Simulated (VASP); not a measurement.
# BN (P6_3/mmc) in VASP: further runs

The runs below take BN through single point, with LDA, PBE.

Everything below comes from runs of VASP 6.6.1. Logs are shortened: lines on timing, memory, paths and dates and some standing lists are left out, and cuts for length are marked.

**1. The cell of the first run**

Symmetry: P6_3/mmc, No. 194, hexagonal system. The conventional cell has a = 2.547 Å, b = 2.547 Å, c = 6.766 Å, α = 90.00°, β = 90.00°, γ = 120.00°. Within 2.0 Å of N (site symmetry -6m2) lie 3 B at 1.47 Å. B (site symmetry -6m2) has 3 N at 1.47 Å within 2.0 Å.

**2. Single point, LDA (volume scaled by 1.06)**

Input file INCAR:

```
ALGO = Normal
EDIFF = 1E-7
ENCUT = 520
GGA = CA
ISIF = 2
ISMEAR = -1
LASPH = True
LCHARG = True
LELF = True
LREAL = False
LVHAR = True
LWAVE = False
NBANDS = 16
NELM = 100
PREC = Accurate
SIGMA = 0.05
```

Input file KPOINTS:

```
k-points
0
Gamma
  12 12 4
```

Input file POSCAR:

```
BN
1.0
    2.5472375375      0.0000000000      0.0000000000
   -1.2736187687      2.2059724170      0.0000000000
    0.0000000000      0.0000000000      6.7658448057
N B
2 2
Direct
    0.6666666667      0.3333333333      0.2500000000
    0.3333333333      0.6666666667      0.7500000000
    0.6666666667      0.3333333333      0.7500000000
    0.3333333333      0.6666666667      0.2500000000
```

Potentials or basis: VASP PAW LDA potentials, release 64 (N, B).

Launch:

```console
$ cat potpaw_LDA.64/N/POTCAR potpaw_LDA.64/B/POTCAR > POTCAR
$ mpirun -np 1 vasp_std > vasp.out
```

OUTCAR:

```text
EDIFF = 1E-7
   ENCUT = 520
   GGA = CA
   ISIF = 2
   ISMEAR = -1
   LASPH = True
   LREAL = False
   NELM = 100
   PREC = Accurate

 ion  position               nearest neighbor table
   1  0.667  0.333  0.250-   4 1.47   4 1.47   4 1.47
   2  0.333  0.667  0.750-   3 1.47   3 1.47   3 1.47
   3  0.667  0.333  0.750-   2 1.47   2 1.47   2 1.47
   4  0.333  0.667  0.250-   1 1.47   1 1.47   1 1.47

  LATTYP: Found a hexagonal cell.
 ALAT       =     2.5472375375
 C/A-ratio  =     2.6561499295

  Lattice vectors:

 A1 = (   2.5472375375,   0.0000000000,   0.0000000000)
 A2 = (  -1.2736187687,   2.2059724170,   0.0000000000)
 A3 = (   0.0000000000,   0.0000000000,   6.7658448057)

Analysis of symmetry for initial positions (statically):
=====================================================================
 Subroutine PRICEL returns:
 Original cell was already a primitive cell.

 Routine SETGRP: Setting up the symmetry group for a
 hexagonal supercell.

 Subroutine GETGRP returns: Found 24 space group operations
 (whereof 12 operations were pure point group operations)
 out of a pool of 24 trial point group operations.

The static configuration has the point symmetry D_3d.
 The point group associated with its full space group is D_6h.

Analysis of symmetry for dynamics (positions and initial velocities):
=====================================================================
 Subroutine PRICEL returns:
 Original cell was already a primitive cell.

 Routine SETGRP: Setting up the symmetry group for a
 hexagonal supercell.

 Subroutine GETGRP returns: Found 24 space group operations
 (whereof 12 operations were pure point group operations)
 out of a pool of 24 trial point group operations.

The dynamic configuration has the point symmetry D_3d.
 The point group associated with its full space group is D_6h.

 Subroutine INISYM returns: Found 24 space group operations
 (whereof 12 operations are pure point group operations),
 and found     1 'primitive' translations

----------------------------------------------------------------------------------------

                                     Primitive cell

[... 90 lines left out ...]
   LSORBIT =      F    spin-orbit coupling
   LASPH  =      T    aspherical Exc in radial PAW
   ENCUT  =  520.0 eV  38.22 Ry    6.18 a.u.   4.74  4.74 12.58*2*pi/ulx,y,z
   NELM   =    100;   NELMIN=  2; NELMDL= -5     # of ELM steps
   EDIFF  = 0.1E-06   stopping-criterion for ELM
   LREAL  =      F    real-space projection
   EDIFFG = 0.1E-05   stopping-criterion for IOM
   NSW    =      0    number of steps for IOM
   IBRION =     -1    ionic relax: 0-MD 1-quasi-New 2-CG
   NFREE  =      0    steps in history (QN), initial steepest desc. (CG)
   ISIF   =      2    stress and relaxation
   ISYM   =      2    0-nonsym 1-usesym 2-fastsym
   POTIM  = 0.5000    time-step for ionic-motion
   TEBEG  =    0.0;   TEEND  =   0.0 temperature during run
   PSTRESS=    0.0 pullay stress
   NELECT =      16.0000    total number of electrons
   NUPDOWN=      -1.0000    fix difference up-down
   EMIN   =  10.00;   EMAX   =-10.00  energy-range for DOS
   EFERMI =   0.00;   METHOD = LEGACY
   ISMEAR =    -1;   SIGMA  =   0.05  broadening in eV -4-tet -1-fermi 0-gaus
   EFERMI_NEDOS =   21; number of points for ismear=-14 and -15
   IALGO  =     38    algorithm
   IMIX   =      4    mixing-type and parameters
     AMIX     =   0.40;   BMIX     =  1.00
     AMIX_MAG =   1.60;   BMIX_MAG =  1.00
  volume/ion in A,a.u.               =       9.50        64.14
  Fermi-wavevector in a.u.,A,eV,Ry     =   1.226830  2.318372 20.478282  1.505111
  Thomas-Fermi vector in A             =   2.361816
   LORBIT       =      0    0 simple, 1 ext, 2 COOP (PROOUT), +10 PAW based schemes
   GGA     = CA    functional components
   LHFCALC =     F    Hartree Fock is set to
   AEXX    =    0.0000 exact exchange contribution
   IVDW    =     0    specifies the selected vdW correction
   LEPSILON=     F    determine dielectric tensor
   LRPA    =     F    only Hartree local field effects (RPA)
 non-spin polarized calculation
  energy-cutoff  :      520.00
  volume of cell :       38.02
 maximum number of plane-waves:      1046
 NGX is ok and might be reduce to    20
   NGX =  9   NGY =  9   NGZ = 25

 number of electron      16.0000003 magnetization

 Free energy of the ion-electron system (eV)
  ---------------------------------------------------
  ext. energy  EPLUGINS =         0.00000000
  ---------------------------------------------------
  free energy    TOTEN  =       -38.45620660 eV

  energy without entropy =      -38.45620660  energy(sigma->0) =      -38.45620660

 E-fermi :   2.8373     XC(G=0): -10.2981

 val. band max:        1.7763862642   @ k =   0.3333   0.3333   0.5000
 cond. band min:       5.7991127263   @ k =   0.5000  -0.0000   0.0000
 fundamental gap:      4.0227264621
 Fermi energy:         2.8372846226

 k-point     1 :       0.0000    0.0000    0.0000
  band No.  band energies     occupation
      1     -15.4953      2.00000
      2     -15.2171      2.00000
      3      -4.2253      2.00000
      4      -2.1639      2.00000
      5       0.3790      2.00000
      6       0.3790      2.00000
[... 433 lines left out ...]
      3      -4.9556      2.00000
      4      -4.9019      2.00000
      5      -1.7642      2.00000
      6      -1.7238      2.00000
[... 8 lines left out ...]
     15      17.6698      0.00000
     16      19.3994      0.00000

 [... further k-points ...]

------------------------ aborting loop because EDIFF is reached ----------------------------------------

  FORCE on cell =-STRESS in cart. coord.  units (eV):
  Direction    XX          YY          ZZ          XY          YZ          ZX
  --------------------------------------------------------------------------------------
  -------------------------------------------------------------------------------------
  Total       -5.2907431     -5.2907431     -0.2593176     -0.0000000     -0.0000000      0.0000000
  in kB     -222.9644884   -222.9644885    -10.9282598     -0.0000000     -0.0000000      0.0000000
  external PRESSURE =    -152.2857456 kB  Pullay stress =       0.0000000 kB

 VOLUME and BASIS-vectors are now :
 -----------------------------------------------------------------------------
  energy-cutoff  :      520.00
  volume of cell :       38.02
      direct lattice vectors                 reciprocal lattice vectors
     2.547237538  0.000000000  0.000000000     0.392582154  0.226657412  0.000000000
    -1.273618769  2.205972417  0.000000000     0.000000000  0.453314825  0.000000000
     0.000000000  0.000000000  6.765844806     0.000000000  0.000000000  0.147801203

 POSITION                                       TOTAL-FORCE (eV/Angst)
 -----------------------------------------------------------------------------------
      1.27362      0.73532      1.69146         0.000000     -0.000000      0.000000
     -0.00000      1.47065      5.07438        -0.000000      0.000000      0.000000
      1.27362      0.73532      5.07438        -0.000000      0.000000      0.000000
     -0.00000      1.47065      1.69146         0.000000      0.000000      0.000000
 -----------------------------------------------------------------------------------
    total drift:                               -0.000000      0.000000     -0.000000

  FREE ENERGIE OF THE ION-ELECTRON SYSTEM (eV)
  ---------------------------------------------------
  free  energy   TOTEN  =       -38.4562066029 eV

  energy  without entropy=      -38.4562066028  energy(sigma->0) =      -38.45620660
```

stdout:

```text
POSCAR found type information on POSCAR N B
 POSCAR found :  2 types and       4 ions
 scaLAPACK will be used
 LDA part: xc-table for (Slater(with rela. corr.)+CA(PZ))
 , standard interpolation
 POSCAR, INCAR and KPOINTS ok, starting setup
 FFT: planning ... GRIDC
 FFT: planning ... GRID_SOFT
 FFT: planning ... GRID
 WAVECAR not read
 entering main loop
```

Run time: 20 s. Hardware: 1 thread of Intel Xeon 6975P-C, shared host; peak memory 0.15 GiB.

Results:

```yaml
Free_energy: -38.4562 eV
Pressure: -15.2 GPa
Band_gap_on_the_k_mesh: 4.02 eV, indirect (least direct gap 4.38 eV)
```

Caveat: the cell differs from its parent crystal (volume scaled by 1.06). A k mesh can miss the band edges.

**3. Single point, PBE**

This run uses another cell than the first one, of 8.97 Å³/atom, 0.943 times its volume.

Input file INCAR:

```
SYSTEM = BN
PREC = Accurate
ENCUT = 520
EDIFF = 1E-7
ISMEAR = 0
SIGMA = 0.012
LREAL = .False.
LASPH = .True.
NELM = 80
ALGO = Normal
ISIF = 2
LWAVE = .False.
LCHARG = .False.
GGA = PE
NBANDS = 16
```

Input file KPOINTS:

```
Automatic mesh
0
Gamma
  12 12 4
  0 0 0
```

Input file POSCAR:

```
BN
1.0
    2.4982400000      0.0000000000      0.0000000000
   -1.2491200000      2.1635393048      0.0000000000
    0.0000000000      0.0000000000      6.6357000000
N B
2 2
Direct
    0.6666666667      0.3333333333      0.2500000000
    0.3333333333      0.6666666667      0.7500000000
    0.6666666667      0.3333333333      0.7500000000
    0.3333333333      0.6666666667      0.2500000000
```

Potentials or basis: VASP PAW PBE potentials, release 64 (N, B).

Launch:

```console
$ cat potpaw_PBE.64/N/POTCAR potpaw_PBE.64/B/POTCAR > POTCAR
$ mpirun -np 1 vasp_std > vasp.out
```

It took 30 s on 1 thread of Intel Xeon Platinum 8259CL at 2.50GHz (Skylake/Cascade Lake), shared host; peak memory 0.16 GiB.

The run converged. Its results:

| Item | Value |
| --- | --- |
| Free energy | -35.1469 eV |
| Pressure | 5.1 GPa |
| Band gap on the k mesh | 4.29 eV, indirect (least direct gap 4.66 eV) |

Stress tensor (GPa, compression positive):
```
6.30 0.00 0.00
0.00 6.30 0.00
0.00 0.00 2.84
```

Levels at points of the mesh, in eV from the valence-band top:
| k point | band 4 | band 5 | band 6 | band 7 | band 8 | band 9 | band 10 | band 11 | band 12 | band 13 |
| --- | --- | --- | --- | --- | --- | --- | --- | --- | --- | --- |
| (0.00, 0.00, 0.00) | -4.12 | -1.32 | -1.32 | -1.29 | -1.29 | 5.27 | 10.35 | 11.61 | 11.61 | 11.73 |
| (0.50, 0.00, 0.00) | -8.86 | -4.15 | -4.09 | -1.45 | -0.43 | 4.29 | 5.66 | 9.60 | 10.03 | 12.75 |
| (0.00, 0.00, 0.50) | -5.31 | -1.30 | -1.30 | -1.30 | -1.30 | 7.64 | 7.64 | 11.67 | 11.67 | 11.67 |
| (0.50, 0.00, 0.50) | -8.90 | -4.12 | -4.12 | -0.92 | -0.92 | 4.75 | 4.75 | 9.99 | 9.99 | 13.64 |

Caveat: this functional lacks dispersion, which binds the layers, so the pressure and a relaxed spacing across them are unreliable. A k mesh can miss the band edges.

(Part 1 of 2 ends here.)
